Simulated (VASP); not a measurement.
Here is a VASP 6.6.1 calculation.

Contents of INCAR:

```
SYSTEM = GaN
PREC     = Accurate       ! precision mode
ENCUT    = 520            ! plane-wave cutoff, eV
EDIFF    = 1E-8           ! SCF threshold, eV
ISMEAR   = 0              ! smearing method
SIGMA    = 0.05           ! smearing width, eV
LREAL    = .False.        ! projectors in reciprocal space
LASPH    = .True.         ! aspherical terms in the spheres
NELM     = 100            ! most SCF steps
ALGO     = Normal         ! electronic algorithm
ISIF     = 2              ! what is computed and relaxed
LWAVE    = .False.        ! write WAVECAR
LCHARG   = .False.        ! write CHGCAR
GGA      = PS             ! functional
IBRION   = 8              ! ionic algorithm
NSW      = 1              ! ionic steps
```

The input KPOINTS:

```
Automatic mesh
0
Gamma
  8 8 6
  0 0 0
```

Contents of POSCAR:

```
GaN
1.0
    3.1826298538      0.0000000000      0.0000000000
   -1.5913149269      2.7562383042      0.0000000000
    0.0000000000      0.0000000000      5.1853752320
Ga N
2 2
Direct
    0.3333333333      0.6666666667     -0.0008090187
    0.6666666667      0.3333333333      0.4991909813
    0.3333333333      0.6666666667      0.3758090187
    0.6666666667      0.3333333333      0.8758090187
```

Potentials or basis: VASP PAW PBE potentials, release 64 (Ga_d, N).

Command:

```bash
$ cat potpaw_PBE.64/Ga_d/POTCAR potpaw_PBE.64/N/POTCAR > POTCAR
$ mpirun -np 1 vasp_std > vasp.out
```

(1) Predict the highest phonon frequency at Γ, LO-TO splitting left out.

Answers

(1) 677 cm⁻¹.
